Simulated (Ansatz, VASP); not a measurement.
O in VASP and in Ansatz

```
O
1.0
     9.00000    0.00000    0.00000
     0.00000    9.50000    0.00000
     0.00000    0.00000   10.00000
O
2
Direct
  0.50000 0.50000 0.44001
  0.50000 0.50000 0.55999
```

Alike in both runs: functional LDA; k mesh 1 × 1 × 1; occupations gaussian, width 0.05 eV; collinear spin.

Ansatz relaxed the structure, and its values are those at the end. VASP's run is a single point on that final structure, the one shown.

|  | VASP | Ansatz |
| --- | --- | --- |
| version | VASP 6.6.1 | Ansatz 0.2.0 |
| potentials or method | VASP PAW LDA potentials, release 64 (O_h), cutoff 1000 eV | plane waves, PAW |
| valence electrons in the cell | 12 | 12 |

```tsv
	VASP	Ansatz	Ansatz less VASP
gap on the k mesh at the Fermi level (eV)	1.97	2.04	+0.073
rms of the force components (eV/Å)	0.260	0.000	-0.2599
net moment per atom (μB)	1.00	1.00	0.000
size of the moment on the site where the two differ most (μB)	0.62	0.55	-0.073
```

LDA's correlation is that of Perdew and Zunger in VASP and of Perdew and Wang (1992) in Ansatz. Site moments also hang on the region over which each program counts them. One of these differences is far larger than is usual between the two programs; its cause wasn't traced. Ansatz's warnings: end state compared, stress scf threshold loose.
